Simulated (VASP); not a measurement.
# WS2 (P-6m2) in VASP: a series of runs

WS2 is run at these levels: PBE+D3(BJ); tasks: single point.

Program: VASP 6.6.1. These are calculated values, not measurements. Logs are shortened: lines on timing, memory, paths and dates and some standing lists are left out, and cuts for length are marked.

### 1 The cell of the first run

It takes space group P-6m2 (No. 187, hexagonal). Conventional cell: a = 3.144 Å, b = 3.144 Å, c = 6.593 Å, α = 90.00°, β = 90.00°, γ = 120.00°. W (site symmetry -6m2) has 6 S at 2.40 Å and 6 W at 3.14 Å within 3.2 Å. Within 3.2 Å of S (site symmetry 3m) lie 3 W at 2.40 Å and 7 S at 3.14 to 3.15 Å.

### 2 Single point, PBE+D3(BJ)

The input, INCAR:

```
PREC     = Accurate       # precision mode
ENCUT    = 520            # plane-wave cutoff, eV
EDIFF    = 1E-7           # SCF threshold, eV
ISMEAR   = 0              # smearing method
SIGMA    = 0.02           # smearing width, eV
LREAL    = F              # projectors in reciprocal space
LASPH    = T              # aspherical terms in the spheres
NELM     = 60             # most SCF steps
ALGO     = Normal         # electronic algorithm
ISIF     = 2              # what is computed and relaxed
LWAVE    = F              # write WAVECAR
LCHARG   = F              # write CHGCAR
GGA      = PE             # functional
IVDW     = 12             # dispersion correction
NBANDS   = 20             # bands
```

The input, KPOINTS:

```
Automatic mesh
0
Gamma
  12 12 2
```

The input, POSCAR:

```
WS2
1.0
    3.1442878857      0.0000000000      0.0000000000
   -1.5721439428      2.7230331859      0.0000000000
    0.0000000000      0.0000000000      6.5926492140
W S
1 2
Direct
    0.3333333333      0.6666666667      0.0000000000
    0.6666666667      0.3333333333      0.7607492207
    0.6666666667      0.3333333333      0.2392507793
```

Potentials or basis: VASP PAW PBE potentials, release 64 (W_sv, S).

Run with:

```
> cat potpaw_PBE.64/W_sv/POTCAR potpaw_PBE.64/S/POTCAR > POTCAR
> mpirun -np 1 vasp_std > vasp.out
```

OUTCAR:

```text
PREC = Accurate
   ENCUT = 520
   EDIFF = 1E-7
   ISMEAR = 0
   LREAL = F
   LASPH = T
   NELM = 60
   ISIF = 2
   GGA = PE
   IVDW = 12
 IVDW          = 12

 ion  position               nearest neighbor table
   1  0.333  0.667  0.000-   2 2.40   3 2.40   2 2.40   3 2.40   2 2.40   3 2.40
   2  0.667  0.333  0.761-   1 2.40   1 2.40   1 2.40
   3  0.667  0.333  0.239-   1 2.40   1 2.40   1 2.40

  LATTYP: Found a hexagonal cell.
 ALAT       =     3.1442878857
 C/A-ratio  =     2.0967066165

  Lattice vectors:

 A1 = (   3.1442878857,   0.0000000000,   0.0000000000)
 A2 = (  -1.5721439428,   2.7230331859,   0.0000000000)
 A3 = (   0.0000000000,   0.0000000000,   6.5926492140)

Analysis of symmetry for initial positions (statically):
=====================================================================
 Subroutine PRICEL returns:
 Original cell was already a primitive cell.

 Routine SETGRP: Setting up the symmetry group for a
 hexagonal supercell.

 Subroutine GETGRP returns: Found 12 space group operations
 (whereof 12 operations were pure point group operations)
 out of a pool of 24 trial point group operations.

The static configuration has the point symmetry D_3h.

Analysis of symmetry for dynamics (positions and initial velocities):
=====================================================================
 Subroutine PRICEL returns:
 Original cell was already a primitive cell.

 Routine SETGRP: Setting up the symmetry group for a
 hexagonal supercell.

 Subroutine GETGRP returns: Found 12 space group operations
 (whereof 12 operations were pure point group operations)
 out of a pool of 24 trial point group operations.

The dynamic configuration has the point symmetry D_3h.

 Subroutine INISYM returns: Found 12 space group operations
 (whereof 12 operations are pure point group operations),
 and found     1 'primitive' translations

----------------------------------------------------------------------------------------

                                     Primitive cell

  volume of cell :      56.4463

  direct lattice vectors                    reciprocal lattice vectors
     3.144287886  0.000000000  0.000000000     0.318037036  0.183618768  0.000000000
    -1.572143943  2.723033186  0.000000000     0.000000000  0.367237537  0.000000000
     0.000000000  0.000000000  6.592649214     0.000000000  0.000000000  0.151684090

  length of vectors
     3.144287886  3.144287886  6.592649214     0.367237537  0.367237537  0.151684090

  position of ions in fractional coordinates (direct lattice)
     0.333333333  0.666666667  0.000000000
     0.666666667  0.333333333  0.760749221
     0.666666667  0.333333333  0.239250779

  ion indices of the primitive-cell ions
   primitive index   ion index
                 1           1
                 2           2
                 3           3

----------------------------------------------------------------------------------------

 KPOINTS: Automatic mesh

Automatic generation of k-mesh.
 Grid dimensions read from file:
 generate k-points for:   12   12    2

 Generating k-lattice:

  Cartesian coordinates                     Fractional coordinates (reciprocal lattice)
     0.026503086  0.015301564  0.000000000     0.083333333  0.000000000  0.000000000
     0.000000000  0.030603128  0.000000000     0.000000000  0.083333333  0.000000000
     0.000000000  0.000000000  0.075842045     0.000000000  0.000000000  0.500000000

  Length of vectors
     0.030603128  0.030603128  0.075842045

  Shift w.r.t. Gamma in fractional coordinates (k-lattice)
     0.000000000  0.000000000  0.000000000

 Subroutine IBZKPT returns following result:
 ===========================================

 Found     38 irreducible k-points:

 Following reciprocal coordinates:
            Coordinates               Weight
  0.000000  0.000000  0.000000      1.000000
  0.083333 -0.000000  0.000000      6.000000
  0.166667 -0.000000  0.000000      6.000000
  0.250000 -0.000000  0.000000      6.000000
  0.333333 -0.000000  0.000000      6.000000
  0.416667 -0.000000  0.000000      6.000000
[... 16 lines left out ...]
  0.250000 -0.000000  0.500000      6.000000
  0.333333 -0.000000  0.500000      6.000000
 [... further k-points ...]
   k-points           NKPTS =     38   k-points in BZ     NKDIM =     38   number of bands    NBANDS=     20
   number of dos      NEDOS =    301   number of ions     NIONS =      3
   total plane-waves  NPLWV =  28800
   dimension x,y,z NGX =    24 NGY =   24 NGZ =   50
   dimension x,y,z NGXF=    48 NGYF=   48 NGZF=  100
   ions per type =               1   2
   NGX,Y,Z   is equivalent  to a cutoff of  12.69, 12.69, 12.61 a.u.
   NGXF,Y,Z  is equivalent  to a cutoff of  25.38, 25.38, 25.22 a.u.
 SYSTEM =  unknown system
   PREC   = accura    normal or accurate (medium, high low for compatibility)
   ISTART =      0    job   : 0-new  1-cont  2-samecut
   ICHARG =      2    charge: 1-file 2-atom 10-const
   ISPIN  =      1    spin polarized calculation?
   LNONCOLLINEAR =      F non collinear calculations
   LSORBIT =      F    spin-orbit coupling
   LASPH  =      T    aspherical Exc in radial PAW
   ENCUT  =  520.0 eV  38.22 Ry    6.18 a.u.   5.85  5.85 12.26*2*pi/ulx,y,z
   NELM   =     60;   NELMIN=  2; NELMDL= -5     # of ELM steps
   EDIFF  = 0.1E-06   stopping-criterion for ELM
   LREAL  =      F    real-space projection
   EDIFFG = 0.1E-05   stopping-criterion for IOM
   NSW    =      0    number of steps for IOM
   IBRION =     -1    ionic relax: 0-MD 1-quasi-New 2-CG
   NFREE  =      0    steps in history (QN), initial steepest desc. (CG)
   ISIF   =      2    stress and relaxation
   ISYM   =      2    0-nonsym 1-usesym 2-fastsym
   POTIM  = 0.5000    time-step for ionic-motion
   TEBEG  =    0.0;   TEEND  =   0.0 temperature during run
   PSTRESS=    0.0 pullay stress
   NELECT =      26.0000    total number of electrons
   NUPDOWN=      -1.0000    fix difference up-down
   EMIN   =  10.00;   EMAX   =-10.00  energy-range for DOS
   EFERMI =   0.00;   METHOD = LEGACY
   ISMEAR =     0;   SIGMA  =   0.02  broadening in eV -4-tet -1-fermi 0-gaus
   EFERMI_NEDOS =   21; number of points for ismear=-14 and -15
   IALGO  =     38    algorithm
   IMIX   =      4    mixing-type and parameters
     AMIX     =   0.40;   BMIX     =  1.00
     AMIX_MAG =   1.60;   BMIX_MAG =  1.00
  volume/ion in A,a.u.               =      18.82       126.97
  Fermi-wavevector in a.u.,A,eV,Ry     =   1.264312  2.389203 21.748702  1.598484
  Thomas-Fermi vector in A             =   2.397624
   LORBIT       =      0    0 simple, 1 ext, 2 COOP (PROOUT), +10 PAW based schemes
   GGA     = PE    functional components
   LHFCALC =     F    Hartree Fock is set to
   AEXX    =    0.0000 exact exchange contribution
   IVDW    =    12    specifies the selected vdW correction
   LEPSILON=     F    determine dielectric tensor
   LRPA    =     F    only Hartree local field effects (RPA)
 non-spin polarized calculation
 Gauss-broadening in eV      SIGMA  =   0.02
  energy-cutoff  :      520.00
  volume of cell :       56.45
 maximum number of plane-waves:      1536
 NGX is ok and might be reduce to    24
   NGX = 11   NGY = 11   NGZ = 25

 number of electron      25.9999998 magnetization

 Free energy of the ion-electron system (eV)
  ---------------------------------------------------
  ext. energy  EPLUGINS =         0.00000000
  ---------------------------------------------------
  free energy    TOTEN  =       -23.58888425 eV

  energy without entropy =      -23.58888425  energy(sigma->0) =      -23.58888425

 E-fermi :   6.8220     XC(G=0): -10.4776

 val. band max:        6.5679221926   @ k =   0.0000   0.0000   0.5000
 cond. band min:       7.8083672568   @ k =   0.1667   0.1667   0.0000
 fundamental gap:      1.2404450642
 Fermi energy:         6.8219509085

 k-point     1 :       0.0000    0.0000    0.0000
  band No.  band energies     occupation
      1     -67.8248      2.00000
      2     -32.0919      2.00000
      3     -31.8991      2.00000
      4     -31.8991      2.00000
      5      -8.7923      2.00000
      6      -6.9989      2.00000
[... 12 lines left out ...]
     19      14.3249      0.00000
     20      15.2203      0.00000

 k-point     2 :       0.0833   -0.0000    0.0000
  band No.  band energies     occupation
      1     -67.8235      2.00000
      2     -32.0872      2.00000
      3     -31.9250      2.00000
      4     -31.9051      2.00000
      5      -8.6730      2.00000
      6      -6.9558      2.00000
[... 12 lines left out ...]
     19      14.4850      0.00000
     20      15.7149      0.00000

 k-point     3 :       0.1667   -0.0000    0.0000
  band No.  band energies     occupation
      1     -67.8198      2.00000
      2     -32.0744      2.00000
      3     -31.9951      2.00000
      4     -31.9215      2.00000
      5      -8.3326      2.00000
      6      -6.8332      2.00000
[... 12 lines left out ...]
     19      14.8959      0.00000
     20      15.7123      0.00000

 k-point     4 :       0.2500   -0.0000    0.0000
  band No.  band energies     occupation
      1     -67.8149      2.00000
      2     -32.0896      2.00000
      3     -32.0570      2.00000
      4     -31.9437      2.00000
      5      -7.8246      2.00000
      6      -6.6524      2.00000
[... 12 lines left out ...]
     19      14.8625      0.00000
     20      15.5487      0.00000

 k-point     5 :       0.3333   -0.0000    0.0000
  band No.  band energies     occupation
      1     -67.8099      2.00000
      2     -32.1826      2.00000
      3     -32.0394      2.00000
      4     -31.9658      2.00000
      5      -7.2452      2.00000
      6      -6.4529      2.00000
[... 12 lines left out ...]
     19      14.0056      0.00000
     20      14.7690      0.00000

 k-point     6 :       0.4167   -0.0000    0.0000
  band No.  band energies     occupation
      1     -67.8063      2.00000
      2     -32.2497      2.00000
      3     -32.0265      2.00000
      4     -31.9819      2.00000
      5      -6.7503      2.00000
      6      -6.2916      2.00000
[... 12 lines left out ...]
     19      13.5787      0.00000
     20      14.4159      0.00000

 k-point     7 :       0.5000   -0.0000    0.0000
  band No.  band energies     occupation
      1     -67.8049      2.00000
      2     -32.2741      2.00000
      3     -32.0218      2.00000
      4     -31.9878      2.00000
      5      -6.5468      2.00000
      6      -6.2287      2.00000
[... 12 lines left out ...]
     19      13.5404      0.00000
     20      14.3477      0.00000
[... 277 lines left out ...]
 k-point    20 :       0.0000    0.0000    0.5000
  band No.  band energies     occupation
      1     -67.8248      2.00000
      2     -32.0919      2.00000
      3     -31.8991      2.00000
      4     -31.8991      2.00000
      5      -8.6813      2.00000
      6      -7.2181      2.00000
[... 12 lines left out ...]
     19      14.7024      0.00000
     20      15.1283      0.00000

 k-point    21 :       0.0833   -0.0000    0.5000
  band No.  band energies     occupation
      1     -67.8235      2.00000
      2     -32.0872      2.00000
      3     -31.9250      2.00000
      4     -31.9051      2.00000
      5      -8.5612      2.00000
      6      -7.1701      2.00000
[... 12 lines left out ...]
     19      14.9820      0.00000
     20      15.3721      0.00000

 k-point    22 :       0.1667   -0.0000    0.5000
  band No.  band energies     occupation
      1     -67.8198      2.00000
      2     -32.0745      2.00000
      3     -31.9951      2.00000
      4     -31.9215      2.00000
      5      -8.2187      2.00000
      6      -7.0333      2.00000
[... 12 lines left out ...]
     19      14.9222      0.00000
     20      15.7356      0.00000

 k-point    23 :       0.2500   -0.0000    0.5000
  band No.  band energies     occupation
      1     -67.8149      2.00000
      2     -32.0896      2.00000
      3     -32.0570      2.00000
      4     -31.9437      2.00000
      5      -7.7089      2.00000
      6      -6.8315      2.00000
[... 12 lines left out ...]
     19      14.1985      0.00000
     20      15.8771      0.00000

 k-point    24 :       0.3333   -0.0000    0.5000
  band No.  band energies     occupation
      1     -67.8099      2.00000
      2     -32.1826      2.00000
      3     -32.0394      2.00000
      4     -31.9658      2.00000
      5      -7.1298      2.00000
      6      -6.6083      2.00000
[... 12 lines left out ...]
     19      13.5128      0.00000
     20      15.8631      0.00000

 [... further k-points ...]

------------------------ aborting loop because EDIFF is reached ----------------------------------------

 Edisp (eV)   -1.20234

 E8    (eV) :    -0.5048

  FORCE on cell =-STRESS in cart. coord.  units (eV):
  Direction    XX          YY          ZZ          XY          YZ          ZX
  --------------------------------------------------------------------------------------
  -------------------------------------------------------------------------------------
  Total       0.33421     0.33421     0.34644     0.00000     0.00000     0.00000
  in kB       9.48640     9.48640     9.83339     0.00000     0.00000     0.00000
  external pressure =        9.60 kB  Pullay stress =        0.00 kB

 VOLUME and BASIS-vectors are now :
 -----------------------------------------------------------------------------
  energy-cutoff  :      520.00
  volume of cell :       56.45
      direct lattice vectors                 reciprocal lattice vectors
     3.144287886  0.000000000  0.000000000     0.318037036  0.183618768  0.000000000
    -1.572143943  2.723033186  0.000000000     0.000000000  0.367237537  0.000000000
     0.000000000  0.000000000  6.592649214     0.000000000  0.000000000  0.151684090

 POSITION                                       TOTAL-FORCE (eV/Angst)
 -----------------------------------------------------------------------------------
     -0.00000      1.81536      0.00000         0.000000     -0.000000      0.000000
      1.57214      0.90768      5.01535        -0.000000      0.000000     -0.001728
      1.57214      0.90768      1.57730        -0.000000      0.000000      0.001728
 -----------------------------------------------------------------------------------
    total drift:                               -0.000000      0.000000     -0.000000

  FREE ENERGIE OF THE ION-ELECTRON SYSTEM (eV)
  ---------------------------------------------------
  free  energy   TOTEN  =       -24.7912246411 eV

  energy  without entropy=      -24.7912246411  energy(sigma->0) =      -24.79122464
```

Run time: 64 s. Hardware: 1 thread of Intel Xeon 8259CL, shared host; peak memory 0.2 GiB.

Results:

| Property | Result |
| --- | --- |
| Free energy | -24.7912 eV |
| Pressure | 1.0 GPa |
| Band gap on the k mesh | 1.24 eV (least direct gap 1.93 eV) |
| Dispersion energy per atom | -0.401 eV |

Levels at points of the mesh, in eV from the valence-band top:
| k point | band 9 | band 10 | band 11 | band 12 | band 13 | band 14 | band 15 | band 16 | band 17 | band 18 |
| --- | --- | --- | --- | --- | --- | --- | --- | --- | --- | --- |
| (0.00, 0.00, 0.00) | -3.22 | -1.94 | -1.94 | -1.79 | -1.06 | 2.60 | 2.60 | 2.62 | 2.62 | 4.98 |
| (0.50, 0.00, 0.00) | -5.18 | -3.80 | -2.20 | -1.65 | -1.62 | 2.60 | 2.80 | 4.04 | 4.35 | 4.49 |
| (0.00, 0.00, 0.50) | -3.21 | -3.21 | -1.97 | -1.97 | 0.00 | 2.52 | 2.52 | 2.74 | 2.74 | 5.26 |
| (0.50, 0.00, 0.50) | -4.72 | -3.84 | -3.17 | -1.57 | -1.16 | 2.62 | 3.13 | 3.29 | 4.24 | 5.38 |

Caveat: the k points lie up to 0.48 Å⁻¹ apart; spin-orbit coupling is left out, which moves the levels of the heavy elements.

### 3 Single point, PBE+D3(BJ)

The input, INCAR:

```
SYSTEM = WS2
  PREC = Accurate
  ENCUT = 520
  EDIFF = 1E-6
  ISMEAR = 0
  SIGMA = 0.02
  LREAL = .FALSE.
  LASPH = .TRUE.
  NELM = 80
  ALGO = Normal
  ISIF = 2
  LWAVE = .FALSE.
  LCHARG = .FALSE.
  GGA = PE
  IVDW = 12
  NBANDS = 20
```

The input, KPOINTS:

```
Automatic mesh
0
G
  12 12 2
  0 0 0
```

POSCAR is that of step 2.

Potentials or basis: VASP PAW PBE potentials, release 64 (W_sv, S).

Run with:

```
> cat potpaw_PBE.64/W_sv/POTCAR potpaw_PBE.64/S/POTCAR > POTCAR
> mpirun -np 1 vasp_std > vasp.out
```

Run time: 54 s. Hardware: 1 thread of Intel Xeon 8259CL, shared host; peak memory 0.21 GiB.

It converged, with:

```yaml
Free_energy: -24.7912 eV
Pressure: 1.0 GPa
Band_gap_on_the_k_mesh: 1.24 eV (least direct gap 1.93 eV)
Dispersion_energy_per_atom: -0.401 eV
```

Levels at points of the mesh, in eV from the valence-band top:
```csv
k point,band 11,band 12,band 13,band 14,band 15,band 16
"(0.00, 0.00, 0.00)",-1.94,-1.79,-1.06,2.60,2.60,2.62
"(0.50, 0.00, 0.00)",-2.20,-1.65,-1.62,2.60,2.80,4.04
"(0.00, 0.00, 0.50)",-1.97,-1.97,0.00,2.52,2.52,2.74
"(0.50, 0.00, 0.50)",-3.17,-1.57,-1.16,2.62,3.13,3.29
```

Caveat: the k points lie up to 0.48 Å⁻¹ apart; spin-orbit coupling is left out, which moves the levels of the heavy elements.
